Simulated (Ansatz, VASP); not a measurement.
## One calculation of Na, two programs

Contents of INCAR:

```
  PREC = Accurate
  ENCUT = 520
  EDIFF = 1E-8
  ISMEAR = -1
  SIGMA = 0.03
  LREAL = F
  LASPH = T
  NELM = 80
  ALGO = Normal
  ISIF = 2
  LWAVE = F
  LCHARG = F
  GGA = PS
  LEFG = T
  NBANDS = 10
```

File KPOINTS:

```
Automatic mesh
0
Gamma
  11 11 11
```

The input POSCAR:

```
Na
1.0
   -2.1315235875      2.1315235875      2.1315235875
    2.1315235875     -2.1315235875      2.1315235875
    2.1315235875      2.1315235875     -2.1315235875
Na
1
Direct
    0.0000000000      0.0000000000      0.0000000000
```

Input for Ansatz:

```yaml
crystal:
  lattice:
    - [-2.1315235875, 2.1315235875, 2.1315235875]
    - [2.1315235875, -2.1315235875, 2.1315235875]
    - [2.1315235875, 2.1315235875, -2.1315235875]
  atoms:
    - { symbol: Na, position: [0.0, 0.0, 0.0] }
kpoints:
  mp_grid: { grid: [11, 11, 11] }
scf:
  occupations: { method: fermi_dirac, width: 0.03 }
hamiltonian:
  xc: pbesol
  pseudopotentials: { kind: paw }
output:
  forces: true
  stress: true
  eigenvalues: true
  efg: { contact_densities: true }
```

Change from the starting cell: volume scaled by 1.02, PAW files.

Alike in both runs: task electric field gradients; functional PBEsol; k mesh 11 × 11 × 11; occupations fermi-dirac, width 0.03 eV; no spin polarisation.

|  | VASP | Ansatz |
| --- | --- | --- |
| version | VASP 6.6.1 | Ansatz 0.2.0 |
| potentials or method | VASP PAW PBE potentials, release 64 (Na_pv) | PAW with Ansatz's default frozen-core files, scalar-relativistic |
| plane-wave cutoff (eV) | 520 | 420 |
| valence electrons in the cell | 7 | 9 |

|  | VASP | Ansatz | Ansatz less VASP |
| --- | --- | --- | --- |
| pressure (GPa) | -0.5 | -0.5 | 0.00 |

VASP's potentials were made for PBE, not for PBEsol. VASP's potentials hold 7 valence electrons a cell and Ansatz's 9, so a difference there can come from the potentials and not from the codes.
